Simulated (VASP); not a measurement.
Input of a VASP 6.6.1 run:

The input INCAR:

```
  PREC = Accurate
  ENCUT = 500
  EDIFF = 1E-6
  ISMEAR = -1
  SIGMA = 0.1
  LREAL = False
  LASPH = True
  NELM = 200
  ALGO = Normal
  ISIF = 2
  LWAVE = False
  LCHARG = False
  ISPIN = 2
  MAGMOM = 1
  LORBIT = 11
  LMAXMIX = 4
  GGA = B5
  ALDAX = 1.0
  AGGAX = 1.0
  AGGAC = 1.0
  ALDAC = 0.0
  NBANDS = 16
  GGA_COMPAT = False
```

KPOINTS

```
regular mesh
0
Gamma
  8 8 8
```

POSCAR

```
V
1.0
   -1.5123953050      1.5123953050      1.5123953050
    1.5123953050     -1.5123953050      1.5123953050
    1.5123953050      1.5123953050     -1.5123953050
V
1
Direct
    0.0000000000      0.0000000000      0.0000000000
```

Potentials or basis: VASP PAW PBE potentials, release 64 (V_sv).

Command:

```sh
$ cat potpaw_PBE.64/V_sv/POTCAR > POTCAR
$ mpirun -np 1 vasp_std > vasp.out
```

Q: Predict the pressure.

A: -0.2 GPa.

Q: Predict the net moment.

A: 0.00 μB per cell.

Caveat: the k points lie up to 0.37 Å⁻¹ apart; the PAW data sets were made with another functional, which shifts forces and pressure a little.
